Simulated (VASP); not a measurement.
Write the native input for VASP 6.6.1 that does the following.

* Task: single point
* Functional: PBE
* Potentials or basis: VASP PAW PBE potentials, release 64 (Ba_sv, Ti_sv, O)
* Cutoff: 520 eV
* k mesh: 7 × 5 × 5
* Occupations: fermi-dirac, width 0.05 eV
* Spin: no spin polarisation
* Dipole correction: no
* Further INCAR settings: ALGO = Normal; EDIFF = 1e-07; NBANDS = 51

The structure of BaTiO3 lies in POSCAR:

```
BaTiO3
1.0
   -2.8276681600     -1.6325549700     -2.3177316100
    2.8276681600     -4.8976649200      0.0000000000
   -2.8276681600     -1.6325549700      4.6354632200
Ba Ti O
2 2 6
Direct
    0.0157454600      0.9951067300      0.9732589900
    0.9842545400      0.5048932700      0.5267410100
    0.5038597100      0.9895382000      0.5036220000
    0.4681402900      0.5104618000      0.0243780000
    0.5305500000      0.2316233900      0.7331572700
    0.4862500000      0.7582766100      0.2399427300
    0.4792171100      0.7573442300      0.7334846100
    0.5375828900      0.2527557700      0.2396153900
    0.9908878400      0.0289311200      0.4795032700
    0.0461121600      0.4710688800      0.0036967300
```

One way to write it, as run:

INCAR

```
PREC = Accurate
ENCUT = 520
EDIFF = 1E-7
ISMEAR = -1
SIGMA = 0.05
LREAL = False
LASPH = True
NELM = 60
ALGO = Normal
ISIF = 2
LWAVE = False
LCHARG = False
GGA = PE
NBANDS = 51
```

KPOINTS

```
regular mesh
0
Gamma
  7 5 5
```

Potentials or basis: VASP PAW PBE potentials, release 64 (Ba_sv, Ti_sv, O).

Launch:

```bash
$ cat potpaw_PBE.64/Ba_sv/POTCAR potpaw_PBE.64/Ti_sv/POTCAR potpaw_PBE.64/O/POTCAR > POTCAR
$ mpirun -np 1 vasp_std > vasp.out
```

Results of the run:

```
Pressure               : 10.4 GPa
Largest force          : 3.336 eV/Å
Band gap on the k mesh : 2.24 eV (least direct gap 2.33 eV)
```

Caveat: the cell stands under pressure; spin-orbit coupling is left out, which moves the levels of the heavy elements; forces of over 1 eV/Å act on the atoms, so gaps and moduli don't describe the material at rest.

Run time: 16 min on 1 thread of Intel Xeon 8259CL, with other jobs on the host, peak memory 0.56 GiB.
